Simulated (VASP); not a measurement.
# MoSe (Pm-3m) in VASP: further runs

MoSe is run at these levels: PBE+U; tasks: single point.

Program: VASP 6.6.1. These are calculated values, not measurements. Logs are shortened: lines on timing, memory, paths and dates and some standing lists are left out, and cuts for length are marked.

**1. The cell of the first run**

It takes space group Pm-3m (No. 221, cubic). Conventional cell: a = 3.533 Å, b = 3.533 Å, c = 3.533 Å, α = 90.00°, β = 90.00°, γ = 90.00°. Mo (site symmetry m-3m) has 8 Se at 3.06 Å and 6 Mo at 3.53 Å within 4.0 Å. Within 4.0 Å of Se (site symmetry m-3m) lie 8 Mo at 3.06 Å and 6 Se at 3.53 Å.

**2. Single point, PBE+U, collinear spin, ferromagnetic start**

Input file INCAR:

```
SYSTEM = MoSe
ALGO     = Normal         ! electronic algorithm
EDIFF    = 1E-6           ! SCF threshold, eV
ENCUT    = 520            ! plane-wave cutoff, eV
GGA      = PE             ! functional
ISIF     = 2              ! what is computed and relaxed
ISMEAR   = 0              ! smearing method
ISPIN    = 2              ! spin polarisation
LASPH    = .True.         ! aspherical terms in the spheres
LCHARG   = .True.         ! write CHGCAR
LDAU     = .True.         ! DFT+U
LDAUJ    = 0 0          
LDAUL    = 2 -1           ! shell
LDAUPRINT= 1            
LDAUTYPE = 2            
LDAUU    = 4.38 0         ! U, eV
LELF     = .True.         ! ELF
LMAXMIX  = 4              ! l up to which the mixer works
LORBIT   = 11             ! projections on sites
LREAL    = .False.        ! projectors in reciprocal space
LVHAR    = .True.       
LWAVE    = .False.        ! write WAVECAR
MAGMOM   = 3.5 0          ! initial moments
NBANDS   = 21             ! bands
NELM     = 150            ! most SCF steps
PREC     = Accurate       ! precision mode
SIGMA    = 0.1            ! smearing width, eV
```

Input file KPOINTS:

```
k-points
0
Gamma
  12 12 12
  0 0 0
```

Input file POSCAR:

```
MoSe
1.0
    3.5333486654      0.0000000000      0.0000000000
    0.0000000000      3.5333486654      0.0000000000
    0.0000000000      0.0000000000      3.5333486654
Mo Se
1 1
Direct
    0.0000000000      0.0000000000      0.0000000000
    0.5000000000      0.5000000000      0.5000000000
```

Potentials or basis: VASP PAW PBE potentials, release 64 (Mo_sv, Se).

The run is started by

```bash
$ cat potpaw_PBE.64/Mo_sv/POTCAR potpaw_PBE.64/Se/POTCAR > POTCAR
$ mpirun -np 1 vasp_std > vasp.out
```

OUTCAR:

```text
SYSTEM = MoSe
   EDIFF = 1E-6
   ENCUT = 520
   GGA = PE
   ISIF = 2
   ISMEAR = 0
   ISPIN = 2
   LASPH = .True.
   LORBIT = 11
   LREAL = .False.
   NELM = 150
   PREC = Accurate

 ion  position               nearest neighbor table
   1  0.000  0.000  0.000-   2 3.06   2 3.06   2 3.06   2 3.06   2 3.06   2 3.06   2 3.06   2 3.06

   2  0.500  0.500  0.500-   1 3.06   1 3.06   1 3.06   1 3.06   1 3.06   1 3.06   1 3.06   1 3.06

  LATTYP: Found a simple cubic cell.
 ALAT       =     3.5333486654

  Lattice vectors:

 A1 = (   3.5333486654,   0.0000000000,   0.0000000000)
 A2 = (   0.0000000000,   3.5333486654,   0.0000000000)
 A3 = (   0.0000000000,   0.0000000000,   3.5333486654)

Analysis of symmetry for initial positions (statically):
=====================================================================
 Subroutine PRICEL returns:
 Original cell was already a primitive cell.

 Routine SETGRP: Setting up the symmetry group for a
 simple cubic supercell.

 Subroutine GETGRP returns: Found 48 space group operations
[... 9 lines left out ...]

 Routine SETGRP: Setting up the symmetry group for a
 simple cubic supercell.

 Subroutine GETGRP returns: Found 48 space group operations
 (whereof 48 operations were pure point group operations)
 out of a pool of 48 trial point group operations.

The dynamic configuration has the point symmetry O_h .

Analysis of structural, dynamic, and magnetic symmetry:
=====================================================================
 Subroutine PRICEL returns:
 Original cell was already a primitive cell.

 Routine SETGRP: Setting up the symmetry group for a
 simple cubic supercell.

 Subroutine GETGRP returns: Found 48 space group operations
 (whereof 48 operations were pure point group operations)
 out of a pool of 48 trial point group operations.

The overall configuration has the point symmetry O_h .

 Subroutine INISYM returns: Found 48 space group operations
[... 5 lines left out ...]
                                     Primitive cell

  volume of cell :      44.1123

  direct lattice vectors                    reciprocal lattice vectors
     3.533348665  0.000000000  0.000000000     0.283017640  0.000000000  0.000000000
     0.000000000  3.533348665  0.000000000     0.000000000  0.283017640  0.000000000
     0.000000000  0.000000000  3.533348665     0.000000000  0.000000000  0.283017640

  length of vectors
     3.533348665  3.533348665  3.533348665     0.283017640  0.283017640  0.283017640

  position of ions in fractional coordinates (direct lattice)
     0.000000000  0.000000000  0.000000000
     0.500000000  0.500000000  0.500000000

  ion indices of the primitive-cell ions
   primitive index   ion index
                 1           1
                 2           2

----------------------------------------------------------------------------------------

 KPOINTS: k-points

Automatic generation of k-mesh.
 Grid dimensions read from file:
 generate k-points for:   12   12   12

 Generating k-lattice:

  Cartesian coordinates                     Fractional coordinates (reciprocal lattice)
     0.023584803  0.000000000  0.000000000     0.083333333  0.000000000  0.000000000
     0.000000000  0.023584803  0.000000000     0.000000000  0.083333333  0.000000000
     0.000000000  0.000000000  0.023584803     0.000000000  0.000000000  0.083333333

  Length of vectors
     0.023584803  0.023584803  0.023584803

  Shift w.r.t. Gamma in fractional coordinates (k-lattice)
     0.000000000  0.000000000  0.000000000

[... 40 lines left out ...]
 SYSTEM =  MoSe
   PREC   = accura    normal or accurate (medium, high low for compatibility)
   ISTART =      0    job   : 0-new  1-cont  2-samecut
   ICHARG =      2    charge: 1-file 2-atom 10-const
   ISPIN  =      2    spin polarized calculation?
   LNONCOLLINEAR =      F non collinear calculations
   LSORBIT =      F    spin-orbit coupling
   LASPH  =      T    aspherical Exc in radial PAW
   ENCUT  =  520.0 eV  38.22 Ry    6.18 a.u.   6.57  6.57  6.57*2*pi/ulx,y,z
   NELM   =    150;   NELMIN=  2; NELMDL= -5     # of ELM steps
   EDIFF  = 0.1E-05   stopping-criterion for ELM
   LREAL  =      F    real-space projection
   EDIFFG = 0.1E-04   stopping-criterion for IOM
   NSW    =      0    number of steps for IOM
   IBRION =     -1    ionic relax: 0-MD 1-quasi-New 2-CG
   NFREE  =      0    steps in history (QN), initial steepest desc. (CG)
   ISIF   =      2    stress and relaxation
   ISYM   =      2    0-nonsym 1-usesym 2-fastsym
   POTIM  = 0.5000    time-step for ionic-motion
   TEBEG  =    0.0;   TEEND  =   0.0 temperature during run
   PSTRESS=    0.0 pullay stress
   NELECT =      20.0000    total number of electrons
   NUPDOWN=      -1.0000    fix difference up-down
   EMIN   =  10.00;   EMAX   =-10.00  energy-range for DOS
   EFERMI =   0.00;   METHOD = LEGACY
   ISMEAR =     0;   SIGMA  =   0.10  broadening in eV -4-tet -1-fermi 0-gaus
   EFERMI_NEDOS =   21; number of points for ismear=-14 and -15
   IALGO  =     38    algorithm
   IMIX   =      4    mixing-type and parameters
     AMIX     =   0.40;   BMIX     =  1.00
     AMIX_MAG =   1.60;   BMIX_MAG =  1.00
  volume/ion in A,a.u.               =      22.06       148.84
  Fermi-wavevector in a.u.,A,eV,Ry     =   1.257665  2.376642 21.520627  1.581721
  Thomas-Fermi vector in A             =   2.391313
   LORBIT       =     11    0 simple, 1 ext, 2 COOP (PROOUT), +10 PAW based schemes
 LDA+U is selected, type is set to LDAUTYPE =  2
   angular momentum for each species LDAUL =     2   -1
   U (eV)           for each species LDAUU =   4.4  0.0
   J (eV)           for each species LDAUJ =   0.0  0.0
   GGA     = PE    functional components
   LHFCALC =     F    Hartree Fock is set to
   AEXX    =    0.0000 exact exchange contribution
   IVDW    =     0    specifies the selected vdW correction
   LEPSILON=     F    determine dielectric tensor
   LRPA    =     F    only Hartree local field effects (RPA)
 spin polarized calculation
 Gauss-broadening in eV      SIGMA  =   0.10
  energy-cutoff  :      520.00
  volume of cell :       44.11
 maximum number of plane-waves:      1213
 NGX is ok and might be reduce to    28
   NGX = 13   NGY = 13   NGZ = 13

atom =   1  type =  1  l = 2

 onsite density matrix

spin component  1

  0.7191  0.0000  0.0000  0.0000  0.0000
  0.0000  0.7191  0.0000  0.0000  0.0000
  0.0000  0.0000  0.8295 -0.0000  0.0000
  0.0000  0.0000 -0.0000  0.7191 -0.0000
  0.0000  0.0000  0.0000 -0.0000  0.8295

spin component  2

  0.0453 -0.0000 -0.0000 -0.0000  0.0000
 -0.0000  0.0453 -0.0000 -0.0000  0.0000
 -0.0000 -0.0000  0.0097 -0.0000  0.0000
 -0.0000 -0.0000 -0.0000  0.0453 -0.0000
  0.0000  0.0000  0.0000 -0.0000  0.0097

 occupancies and eigenvectors

  o =  0.0097  v =  0.0000  0.0000  0.0000  0.0000  0.0000  0.0000  0.0000  0.1613 -0.0000 -0.9869      0.0000  0.0000  0.0000  0.0000  0.0000  0.0000  0.0000  0.0000  0.0000  0.0000
  o =  0.0097  v =  0.0000  0.0000  0.0000  0.0000  0.0000 -0.0000 -0.0000 -0.9869 -0.0000 -0.1613      0.0000  0.0000  0.0000  0.0000  0.0000  0.0000  0.0000  0.0000  0.0000  0.0000
  o =  0.0453  v =  0.0000  0.0000  0.0000  0.0000  0.0000 -0.0094 -0.0158  0.0000 -0.9998  0.0000      0.0000  0.0000  0.0000  0.0000  0.0000  0.0000  0.0000  0.0000  0.0000  0.0000
  o =  0.0453  v =  0.0000  0.0000  0.0000  0.0000  0.0000 -0.1021 -0.9946  0.0000  0.0166 -0.0000      0.0000  0.0000  0.0000  0.0000  0.0000  0.0000  0.0000  0.0000  0.0000  0.0000
  o =  0.0453  v =  0.0000  0.0000  0.0000  0.0000  0.0000  0.9947 -0.1023 -0.0000 -0.0077  0.0000      0.0000  0.0000  0.0000  0.0000  0.0000  0.0000  0.0000  0.0000  0.0000  0.0000
  o =  0.7191  v =  0.0000  0.9438  0.0000  0.3306 -0.0000  0.0000  0.0000  0.0000  0.0000  0.0000      0.0000  0.0000  0.0000  0.0000  0.0000  0.0000  0.0000  0.0000  0.0000  0.0000
  o =  0.7191  v =  1.0000  0.0000  0.0000  0.0000  0.0000  0.0000  0.0000  0.0000  0.0000  0.0000      0.0000  0.0000  0.0000  0.0000  0.0000  0.0000  0.0000  0.0000  0.0000  0.0000
  o =  0.7191  v =  0.0000 -0.3306  0.0000  0.9438 -0.0000  0.0000  0.0000  0.0000  0.0000  0.0000      0.0000  0.0000  0.0000  0.0000  0.0000  0.0000  0.0000  0.0000  0.0000  0.0000
  o =  0.8295  v =  0.0000  0.0000 -0.9981  0.0000 -0.0618  0.0000  0.0000  0.0000  0.0000  0.0000      0.0000  0.0000  0.0000  0.0000  0.0000  0.0000  0.0000  0.0000  0.0000  0.0000
  o =  0.8295  v =  0.0000 -0.0000 -0.0618  0.0000  0.9981  0.0000  0.0000  0.0000  0.0000  0.0000      0.0000  0.0000  0.0000  0.0000  0.0000  0.0000  0.0000  0.0000  0.0000  0.0000

 number of electron      20.0000003 magnetization       3.9964325

 Free energy of the ion-electron system (eV)
  ---------------------------------------------------
  ext. energy  EPLUGINS =         0.00000000
  ---------------------------------------------------
  free energy    TOTEN  =        -9.81185026 eV

  energy without entropy =       -9.80975844  energy(sigma->0) =       -9.81080435

 E-fermi :   7.0667     XC(G=0): -10.6145

 val. band max:        7.0617815437   @ k =   0.4167   0.4167   0.3333
 cond. band min:       7.1209260313   @ k =   0.5000   0.3333   0.0000
 fundamental gap:      0.0591444877
 Fermi energy:         7.0666667767

 spin component 1

 k-point     1 :       0.0000    0.0000    0.0000
  band No.  band energies     occupation
      1     -54.8299      1.00000
      2     -29.0294      1.00000
      3     -29.0294      1.00000
      4     -29.0294      1.00000
      5      -7.2594      1.00000
      6       2.7841      1.00000
[... 1145 lines left out ...]
     20      20.7397      0.00000
     21      22.6019      0.00000

 [... further k-points ...]
[... 5 lines left out ...]
  --------------------------------------------------------------------------------------
  -------------------------------------------------------------------------------------
  Total       -0.7054163     -0.7054163     -0.7054163      0.0000000      0.0000000      0.0000000
  in kB      -25.6210307    -25.6210307    -25.6210307      0.0000000      0.0000000      0.0000000
  external PRESSURE =     -25.6210307 kB  Pullay stress =       0.0000000 kB

 VOLUME and BASIS-vectors are now :
 -----------------------------------------------------------------------------
  energy-cutoff  :      520.00
  volume of cell :       44.11
      direct lattice vectors                 reciprocal lattice vectors
     3.533348665  0.000000000  0.000000000     0.283017640  0.000000000  0.000000000
     0.000000000  3.533348665  0.000000000     0.000000000  0.283017640  0.000000000
     0.000000000  0.000000000  3.533348665     0.000000000  0.000000000  0.283017640

 POSITION                                       TOTAL-FORCE (eV/Angst)
 -----------------------------------------------------------------------------------
      0.00000      0.00000      0.00000         0.000000      0.000000      0.000000
      1.76667      1.76667      1.76667         0.000000      0.000000      0.000000
 -----------------------------------------------------------------------------------
    total drift:                               -0.000000      0.000000     -0.000000

  FREE ENERGIE OF THE ION-ELECTRON SYSTEM (eV)
  ---------------------------------------------------
  free  energy   TOTEN  =        -9.8118502630 eV

  energy  without entropy=       -9.8097584389  energy(sigma->0) =       -9.81080435

 total charge

# of ion       s       p       d       tot
------------------------------------------
    1        2.160   6.038   3.936  12.135
    2        1.487   2.254   0.033   3.774
--------------------------------------------------
tot          3.648   8.292   3.969  15.909

 magnetization (x)

# of ion       s       p       d       tot
------------------------------------------
    1        0.059   0.041   3.632   3.732
    2        0.023  -0.303   0.021  -0.259
--------------------------------------------------
tot          0.083  -0.263   3.653   3.473
```

Run time: 78 s. Hardware: 1 thread of Intel Xeon Platinum 8488C (Sapphire Rapids), shared host; peak memory 0.25 GiB.

Results:

| Item | Value |
| --- | --- |
| Free energy | -9.8119 eV |
| Pressure | -2.6 GPa |
| Band gap on the k mesh | zero (filled and empty bands overlap) |
| Net moment | 4.00 μB per cell |
| Site moments | Mo +3.73; Se -0.26 μB |
| Valence electrons inside the program's atomic spheres | Mo 12.13; Se 3.77 |

Eigenvalues of the final occupation matrices:
```tsv
site	spin	trace	eigenvalues
site 1 d	1	3.82	0.72 0.72 0.72 0.83 0.83
site 1 d	2	0.16	0.01 0.01 0.05 0.05 0.05
```

The state reached can hang on the start; a lower one may exist.

**3. Single point, PBE+U, collinear spin, ferromagnetic start**

Input file INCAR:

```
ALGO     = Normal         # electronic algorithm
EDIFF    = 1E-7           # SCF threshold, eV
ENCUT    = 520            # plane-wave cutoff, eV
GGA      = PE             # functional
ISIF     = 2              # what is computed and relaxed
ISMEAR   = 0              # smearing method
ISPIN    = 2              # spin polarisation
LASPH    = True           # aspherical terms in the spheres
LCHARG   = True           # write CHGCAR
LDAU     = True           # DFT+U
LDAUJ    = 0 0          
LDAUL    = 2 -1           # shell
LDAUPRINT= 1            
LDAUTYPE = 2            
LDAUU    = 4.38 0         # U, eV
LELF     = True           # ELF
LMAXMIX  = 4              # l up to which the mixer works
LORBIT   = 11             # projections on sites
LREAL    = False          # projectors in reciprocal space
LVHAR    = True         
LWAVE    = False          # write WAVECAR
MAGMOM   = 0.5 0          # initial moments
NBANDS   = 21             # bands
NELM     = 150            # most SCF steps
PREC     = Accurate       # precision mode
SIGMA    = 0.1            # smearing width, eV
```

Input file KPOINTS:

```
k-points
0
Gamma
  12 12 12
```

POSCAR is that of step 2.

Potentials or basis: VASP PAW PBE potentials, release 64 (Mo_sv, Se).

The run is started by

```bash
$ cat potpaw_PBE.64/Mo_sv/POTCAR potpaw_PBE.64/Se/POTCAR > POTCAR
$ mpirun -np 1 vasp_std > vasp.out
```

Wall time 5.9 min (1 thread of Intel Xeon Platinum 8488C (Sapphire Rapids), shared host); peak memory 0.26 GiB.

The run converged. Its results:

* Free energy: -9.8119 eV
* Pressure: -2.6 GPa
* Band gap on the k mesh: zero (filled and empty bands overlap)
* Net moment: 4.00 μB per cell
* Site moments: Mo +3.73; Se -0.26 μB
* Valence electrons inside the program's atomic spheres: Mo 12.13; Se 3.77

Levels at points of the mesh, in eV from the Fermi level:
Spin up:
```tsv
k point	band 9	band 10	band 11	band 12	band 13	band 14	band 15	band 16
(0.00, 0.00, 0.00)	-1.73	-1.73	-1.62	-1.62	-1.62	-0.29	7.48	7.48
(0.50, 0.00, 0.00)	-3.65	-1.49	-1.33	1.38	1.38	3.12	5.70	5.91
(0.50, 0.50, 0.00)	-2.37	-2.37	-2.05	-1.40	-0.59	1.60	7.53	7.53
(0.50, 0.50, 0.50)	-1.36	-1.36	1.29	1.29	1.29	1.89	1.89	1.89
```
Spin down:
| k point | band 4 | band 5 | band 6 | band 7 | band 8 | band 9 | band 10 | band 11 | band 12 | band 13 |
| --- | --- | --- | --- | --- | --- | --- | --- | --- | --- | --- |
| (0.00, 0.00, 0.00) | -33.44 | -14.47 | -1.88 | -1.88 | -1.88 | 0.59 | 0.59 | 1.39 | 3.72 | 3.72 |
| (0.50, 0.00, 0.00) | -33.44 | -13.68 | -6.21 | -2.02 | -2.02 | 1.64 | 4.00 | 4.33 | 4.55 | 4.81 |
| (0.50, 0.50, 0.00) | -33.43 | -13.24 | -4.79 | -4.79 | -0.91 | -0.05 | 2.32 | 2.42 | 2.42 | 5.17 |
| (0.50, 0.50, 0.50) | -33.50 | -12.60 | -4.82 | -4.82 | -4.82 | 3.22 | 3.22 | 3.22 | 5.25 | 5.25 |

Eigenvalues of the final occupation matrices:
| site | spin | trace | eigenvalues |
| --- | --- | --- | --- |
| site 1 d | 1 | 3.82 | 0.72 0.72 0.72 0.83 0.83 |
| site 1 d | 2 | 0.16 | 0.01 0.01 0.05 0.05 0.05 |

The state reached can hang on the start; a lower one may exist.

**4. Single point, PBE+U, collinear spin, ferromagnetic start**

Input file INCAR:

```
SYSTEM = MoSe
  PREC = Accurate
  ENCUT = 520
  EDIFF = 1E-6
  ISMEAR = 0
  SIGMA = 0.1
  LREAL = .FALSE.
  LASPH = .TRUE.
  NELM = 150
  ALGO = Normal
  ISIF = 2
  LWAVE = .FALSE.
  LCHARG = .FALSE.
  ISPIN = 2
  MAGMOM = 2 0
  LORBIT = 11
  LMAXMIX = 4
  LDAU = .TRUE.
  LDAUTYPE = 2
  LDAUL = 2 -1
  LDAUU = 4.38 0
  LDAUJ = 0 0
  LDAUPRINT = 1
  GGA = PE
  NBANDS = 21
```

Input file KPOINTS:

```
Automatic mesh
0
G
  12 12 12
  0 0 0
```

POSCAR is that of step 3.

The run is started by

```bash
$ cat potpaw_PBE.64/Mo_sv/POTCAR potpaw_PBE.64/Se/POTCAR > POTCAR
$ mpirun -np 1 vasp_std > vasp.out
```

Run time: 12 min. Hardware: 1 thread of Intel Xeon Platinum 8488C (Sapphire Rapids), shared host; peak memory 0.26 GiB.

The run converged. Its results:

```yaml
Free_energy: -9.8118 eV
Pressure: -2.5 GPa
Band_gap_on_the_k_mesh: zero (filled and empty bands overlap)
Net_moment: 4.00 μB per cell
Site_moments: Mo +3.73; Se -0.26 μB
Valence_electrons_inside_the_program's_atomic_spheres: Mo 12.13; Se 3.77
```

Levels at points of the mesh, in eV from the Fermi level:
Spin up:
| k point | band 10 | band 11 | band 12 | band 13 | band 14 | band 15 |
| --- | --- | --- | --- | --- | --- | --- |
| (0.00, 0.00, 0.00) | -1.73 | -1.62 | -1.62 | -1.62 | -0.29 | 7.48 |
| (0.50, 0.00, 0.00) | -1.49 | -1.33 | 1.38 | 1.38 | 3.12 | 5.70 |
| (0.50, 0.50, 0.00) | -2.37 | -2.05 | -1.40 | -0.59 | 1.60 | 7.53 |
| (0.50, 0.50, 0.50) | -1.36 | 1.29 | 1.29 | 1.29 | 1.89 | 1.89 |
Spin down:
| k point | band 6 | band 7 | band 8 | band 9 | band 10 | band 11 |
| --- | --- | --- | --- | --- | --- | --- |
| (0.00, 0.00, 0.00) | -1.87 | -1.87 | -1.87 | 0.59 | 0.59 | 1.39 |
| (0.50, 0.00, 0.00) | -6.21 | -2.02 | -2.02 | 1.64 | 4.00 | 4.33 |
| (0.50, 0.50, 0.00) | -4.79 | -4.79 | -0.91 | -0.05 | 2.32 | 2.42 |
| (0.50, 0.50, 0.50) | -4.82 | -4.82 | -4.82 | 3.22 | 3.22 | 3.22 |

Eigenvalues of the final occupation matrices:
| site | spin | trace | eigenvalues |
| --- | --- | --- | --- |
| site 1 d | 1 | 3.82 | 0.72 0.72 0.72 0.83 0.83 |
| site 1 d | 2 | 0.16 | 0.01 0.01 0.05 0.05 0.05 |

The state reached can hang on the start; a lower one may exist.
